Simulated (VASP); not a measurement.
# LiCl (Immm) in VASP: single point with PBE

Aim: the single point of LiCl with PBE.

Everything below comes from runs of VASP 6.6.1. Logs are shortened: lines on timing, memory, paths and dates and some standing lists are left out, and cuts for length are marked.

## 1. The cell of the first run

It takes space group Immm (No. 71, orthorhombic). Conventional cell: a = 3.575 Å, b = 6.298 Å, c = 6.638 Å, α = 90.00°, β = 90.00°, γ = 90.00°. Within 3.2 Å of Li (site symmetry m2m) lie 6 Cl at 2.43 to 2.79 Å and 1 Li at 2.90 Å. Within 3.2 Å of Cl (site symmetry mm2) lie 6 Li at 2.43 to 2.79 Å and 1 Cl at 3.16 Å.

## 2. Single point, PBE

INCAR reads:

```
PREC = Accurate ; ENCUT = 520
EDIFF = 1E-6 ; ISMEAR = 0
SIGMA = 0.02 ; LREAL = False
LASPH = True ; NELM = 60
ALGO = Normal ; ISIF = 2
LWAVE = False ; LCHARG = False
GGA = PE ; NBANDS = 18
```

KPOINTS reads:

```
Automatic mesh
0
Gamma
  8 8 8
```

POSCAR reads:

```
LiCl
1.0
   -1.7876652676      3.1489534963      3.3191146827
    1.7876652676     -3.1489534963      3.3191146827
    1.7876652676      3.1489534963     -3.3191146827
Li Cl
2 2
Direct
    0.7302879007      0.0000000000      0.7302879007
    0.2697120993      0.0000000000      0.2697120993
    0.7380151418      0.7380151418      0.0000000000
    0.2619848582      0.2619848582      0.0000000000
```

Potentials or basis: VASP PAW PBE potentials, release 64 (Li_sv, Cl).

The run is started by

```sh
$ cat potpaw_PBE.64/Li_sv/POTCAR potpaw_PBE.64/Cl/POTCAR > POTCAR
$ mpirun -np 1 vasp_std > vasp.out
```

OUTCAR:

```text
PREC = Accurate
   ENCUT = 520
   EDIFF = 1E-6
   ISMEAR = 0
   LREAL = False
   LASPH = True
   NELM = 60
   ISIF = 2
   GGA = PE

 ion  position               nearest neighbor table
   1  0.730  0.000  0.730-   4 2.43   3 2.43
   2  0.270  0.000  0.270-   4 2.43   3 2.43
   3  0.738  0.738  0.000-   2 2.43   1 2.43
   4  0.262  0.262  0.000-   2 2.43   1 2.43

  LATTYP: Found a body centered orthorhombic cell.
 ALAT       =     3.5753305352
 B/A-ratio  =     1.7614894429
 C/A-ratio  =     1.8566757115

  Lattice vectors:

 A1 = (  -1.7876652676,   3.1489534963,   3.3191146827)
 A2 = (   1.7876652676,  -3.1489534963,   3.3191146827)
 A3 = (   1.7876652676,   3.1489534963,  -3.3191146827)

Analysis of symmetry for initial positions (statically):
=====================================================================
 Subroutine PRICEL returns:
 Original cell was already a primitive cell.

 Routine SETGRP: Setting up the symmetry group for a
 body centered orthorhombic supercell.

 Subroutine GETGRP returns: Found  8 space group operations
 (whereof  8 operations were pure point group operations)
 out of a pool of  8 trial point group operations.

The static configuration has the point symmetry D_2h.

Analysis of symmetry for dynamics (positions and initial velocities):
=====================================================================
 Subroutine PRICEL returns:
 Original cell was already a primitive cell.

 Routine SETGRP: Setting up the symmetry group for a
 body centered orthorhombic supercell.

 Subroutine GETGRP returns: Found  8 space group operations
 (whereof  8 operations were pure point group operations)
 out of a pool of  8 trial point group operations.

The dynamic configuration has the point symmetry D_2h.

 Subroutine INISYM returns: Found  8 space group operations
 (whereof  8 operations are pure point group operations),
 and found     1 'primitive' translations

----------------------------------------------------------------------------------------

                                     Primitive cell

  volume of cell :      74.7368

  direct lattice vectors                    reciprocal lattice vectors
    -1.787665268  3.148953496  3.319114683     0.000000000  0.158782910  0.150642580
     1.787665268 -3.148953496  3.319114683     0.279694420  0.000000000  0.150642580
     1.787665268  3.148953496 -3.319114683     0.279694420  0.158782910  0.000000000

  length of vectors
     4.912044127  4.912044127  4.912044127     0.218872565  0.317682476  0.321622420

  position of ions in fractional coordinates (direct lattice)
     0.730287901  0.000000000  0.730287901
     0.269712099  0.000000000  0.269712099
     0.738015142  0.738015142  0.000000000
     0.261984858  0.261984858  0.000000000

  ion indices of the primitive-cell ions
   primitive index   ion index
                 1           1
                 2           2
                 3           3
                 4           4

----------------------------------------------------------------------------------------

 KPOINTS: Automatic mesh

Automatic generation of k-mesh.
 Grid dimensions read from file:
 generate k-points for:    8    8    8

 Generating k-lattice:

  Cartesian coordinates                     Fractional coordinates (reciprocal lattice)
     0.000000000  0.019847864  0.018830323     0.125000000  0.000000000  0.000000000
     0.034961802  0.000000000  0.018830323     0.000000000  0.125000000 -0.000000000
     0.034961802  0.019847864  0.000000000     0.000000000 -0.000000000  0.125000000

  Length of vectors
     0.027359071  0.039710309  0.040202803

  Shift w.r.t. Gamma in fractional coordinates (k-lattice)
     0.000000000  0.000000000  0.000000000

 Subroutine IBZKPT returns following result:
 ===========================================

 Found     95 irreducible k-points:

 Following reciprocal coordinates:
            Coordinates               Weight
  0.000000  0.000000  0.000000      1.000000
  0.125000  0.000000  0.000000      4.000000
  0.250000  0.000000  0.000000      4.000000
  0.375000  0.000000 -0.000000      4.000000
  0.500000  0.000000  0.000000      2.000000
  0.000000  0.125000  0.000000      4.000000
[... 16 lines left out ...]
  0.125000  0.375000  0.000000      8.000000
  0.250000  0.375000 -0.000000      8.000000
 [... further k-points ...]
   k-points           NKPTS =     95   k-points in BZ     NKDIM =     95   number of bands    NBANDS=     18
   number of dos      NEDOS =    301   number of ions     NIONS =      4
   total plane-waves  NPLWV =  64000
   dimension x,y,z NGX =    40 NGY =   40 NGZ =   40
   dimension x,y,z NGXF=    80 NGYF=   80 NGZF=   80
   ions per type =               2   2
   NGX,Y,Z   is equivalent  to a cutoff of  13.54, 13.54, 13.54 a.u.
   NGXF,Y,Z  is equivalent  to a cutoff of  27.08, 27.08, 27.08 a.u.
 SYSTEM =  unknown system
   PREC   = accura    normal or accurate (medium, high low for compatibility)
   ISTART =      0    job   : 0-new  1-cont  2-samecut
   ICHARG =      2    charge: 1-file 2-atom 10-const
   ISPIN  =      1    spin polarized calculation?
   LNONCOLLINEAR =      F non collinear calculations
   LSORBIT =      F    spin-orbit coupling
   LASPH  =      T    aspherical Exc in radial PAW
   ENCUT  =  520.0 eV  38.22 Ry    6.18 a.u.   9.13  9.13  9.13*2*pi/ulx,y,z
   NELM   =     60;   NELMIN=  2; NELMDL= -5     # of ELM steps
   EDIFF  = 0.1E-05   stopping-criterion for ELM
   LREAL  =      F    real-space projection
   EDIFFG = 0.1E-04   stopping-criterion for IOM
   NSW    =      0    number of steps for IOM
   IBRION =     -1    ionic relax: 0-MD 1-quasi-New 2-CG
   NFREE  =      0    steps in history (QN), initial steepest desc. (CG)
   ISIF   =      2    stress and relaxation
   ISYM   =      2    0-nonsym 1-usesym 2-fastsym
   POTIM  = 0.5000    time-step for ionic-motion
   TEBEG  =    0.0;   TEEND  =   0.0 temperature during run
   PSTRESS=    0.0 pullay stress
   NELECT =      20.0000    total number of electrons
   NUPDOWN=      -1.0000    fix difference up-down
   EMIN   =  10.00;   EMAX   =-10.00  energy-range for DOS
   EFERMI =   0.00;   METHOD = LEGACY
   ISMEAR =     0;   SIGMA  =   0.02  broadening in eV -4-tet -1-fermi 0-gaus
   EFERMI_NEDOS =   21; number of points for ismear=-14 and -15
   IALGO  =     38    algorithm
   IMIX   =      4    mixing-type and parameters
     AMIX     =   0.40;   BMIX     =  1.00
     AMIX_MAG =   1.60;   BMIX_MAG =  1.00
  volume/ion in A,a.u.               =      18.68       126.09
  Fermi-wavevector in a.u.,A,eV,Ry     =   1.054970  1.993603 15.142751  1.112961
  Thomas-Fermi vector in A             =   2.190150
   LORBIT       =      0    0 simple, 1 ext, 2 COOP (PROOUT), +10 PAW based schemes
   GGA     = PE    functional components
   LHFCALC =     F    Hartree Fock is set to
   AEXX    =    0.0000 exact exchange contribution
   IVDW    =     0    specifies the selected vdW correction
   LEPSILON=     F    determine dielectric tensor
   LRPA    =     F    only Hartree local field effects (RPA)
 non-spin polarized calculation
 Gauss-broadening in eV      SIGMA  =   0.02
  energy-cutoff  :      520.00
  volume of cell :       74.74
 maximum number of plane-waves:      2046
 NGX is ok and might be reduce to    40
   NGX = 19   NGY = 19   NGZ = 19

 number of electron      19.9999993 magnetization

 Free energy of the ion-electron system (eV)
  ---------------------------------------------------
  ext. energy  EPLUGINS =         0.00000000
  ---------------------------------------------------
  free energy    TOTEN  =       -14.21055378 eV

  energy without entropy =      -14.21055378  energy(sigma->0) =      -14.21055378

 E-fermi :   0.5804     XC(G=0):  -8.2191

 val. band max:        0.4576098950   @ k =   0.5000   0.5000   0.5000
 cond. band min:       5.5225310735   @ k =   0.0000   0.0000   0.0000
 fundamental gap:      5.0649211785
 Fermi energy:         0.5804063920

 k-point     1 :       0.0000    0.0000    0.0000
  band No.  band energies     occupation
      1     -43.9163      2.00000
      2     -43.9091      2.00000
      3     -13.2160      2.00000
      4     -12.3247      2.00000
      5      -2.4645      2.00000
      6      -2.2073      2.00000
[... 10 lines left out ...]
     17      10.2128      0.00000
     18      13.0724      0.00000

 k-point     2 :       0.1250    0.0000    0.0000
  band No.  band energies     occupation
      1     -43.9162      2.00000
      2     -43.9092      2.00000
      3     -13.1872      2.00000
      4     -12.3622      2.00000
      5      -2.4017      2.00000
      6      -2.1523      2.00000
[... 10 lines left out ...]
     17      10.3686      0.00000
     18      12.7114      0.00000

 k-point     3 :       0.2500    0.0000    0.0000
  band No.  band energies     occupation
      1     -43.9157      2.00000
      2     -43.9097      2.00000
      3     -13.1043      2.00000
      4     -12.4659      2.00000
      5      -2.2205      2.00000
      6      -1.9917      2.00000
[... 10 lines left out ...]
     17      10.7254      0.00000
     18      11.9937      0.00000

 k-point     4 :       0.3750    0.0000   -0.0000
  band No.  band energies     occupation
      1     -43.9151      2.00000
      2     -43.9103      2.00000
      3     -12.9803      2.00000
      4     -12.6104      2.00000
      5      -1.9498      2.00000
      6      -1.7435      2.00000
[... 375 lines left out ...]
      4     -12.4032      2.00000
      5      -1.8085      2.00000
      6      -1.5794      2.00000
[... 10 lines left out ...]
     17      11.6383      0.00000
     18      12.0524      0.00000

 k-point    23 :       0.1250    0.3750    0.0000
  band No.  band energies     occupation
      1     -43.9149      2.00000
      2     -43.9090      2.00000
      3     -12.7083      2.00000
      4     -12.4803      2.00000
      5      -1.9516      2.00000
      6      -1.7128      2.00000
[... 10 lines left out ...]
     17      11.7574      0.00000
     18      12.0288      0.00000

 k-point    24 :       0.2500    0.3750   -0.0000
  band No.  band energies     occupation
      1     -43.9145      2.00000
      2     -43.9093      2.00000
      3     -12.6733      2.00000
      4     -12.5143      2.00000
      5      -2.2091      2.00000
      6      -1.8178      2.00000
[... 10 lines left out ...]
     17      11.4864      0.00000
     18      11.7576      0.00000

 [... further k-points ...]
[... 5 lines left out ...]
  --------------------------------------------------------------------------------------
  -------------------------------------------------------------------------------------
  Total       -0.0516992     -0.0541890     -0.0619159      0.0000000      0.0000000      0.0000000
  in kB       -1.1083051     -1.1616805     -1.3273267      0.0000000      0.0000000      0.0000000
  external PRESSURE =      -1.1991041 kB  Pullay stress =       0.0000000 kB

 VOLUME and BASIS-vectors are now :
 -----------------------------------------------------------------------------
  energy-cutoff  :      520.00
  volume of cell :       74.74
      direct lattice vectors                 reciprocal lattice vectors
    -1.787665268  3.148953496  3.319114683     0.000000000  0.158782910  0.150642580
     1.787665268 -3.148953496  3.319114683     0.279694420  0.000000000  0.150642580
     1.787665268  3.148953496 -3.319114683     0.279694420  0.158782910  0.000000000

 POSITION                                       TOTAL-FORCE (eV/Angst)
 -----------------------------------------------------------------------------------
      0.00000      4.59929      0.00000         0.000000     -0.001117     -0.000000
      0.00000      1.69862      0.00000         0.000000      0.001117      0.000000
      0.00000      0.00000      4.89911        -0.000000      0.000000     -0.001947
      0.00000      0.00000      1.73912         0.000000      0.000000      0.001947
 -----------------------------------------------------------------------------------
    total drift:                               -0.000000      0.000000     -0.000000

  FREE ENERGIE OF THE ION-ELECTRON SYSTEM (eV)
  ---------------------------------------------------
  free  energy   TOTEN  =       -14.2105537833 eV

  energy  without entropy=      -14.2105537833  energy(sigma->0) =      -14.21055378
```

Wall time 3.4 min (1 thread of Intel Xeon 8259CL, shared host); peak memory 0.29 GiB.

What came out:

* Free energy: -14.2106 eV
* Band gap on the k mesh: 5.06 eV (least direct gap 5.45 eV)

Levels at points of the mesh, in eV from the valence-band top:
```csv
k point,band 6,band 7,band 8,band 9,band 10,band 11,band 12,band 13,band 14,band 15
"(0.00, 0.00, 0.00)",-2.66,-0.72,-0.55,-0.47,-0.39,5.06,6.47,8.86,8.86,9.43
"(0.50, 0.00, 0.00)",-1.99,-1.74,-1.63,-0.58,-0.40,7.11,7.50,8.71,8.95,10.51
"(0.00, 0.50, 0.00)",-2.22,-1.88,-1.78,-1.43,-1.30,7.03,7.37,7.74,9.52,9.68
"(0.50, 0.50, 0.00)",-2.73,-2.40,-1.25,-0.70,-0.12,5.60,6.48,8.10,8.48,9.29
"(0.50, 0.50, 0.50)",-3.08,-1.01,-0.29,-0.09,0.00,6.06,7.13,9.47,9.72,10.41
```

Caveat: the cutoff is under 1.25 times the usual one of these potentials, so pressure, stress and relaxed cells hold a basis-set (Pulay) error.
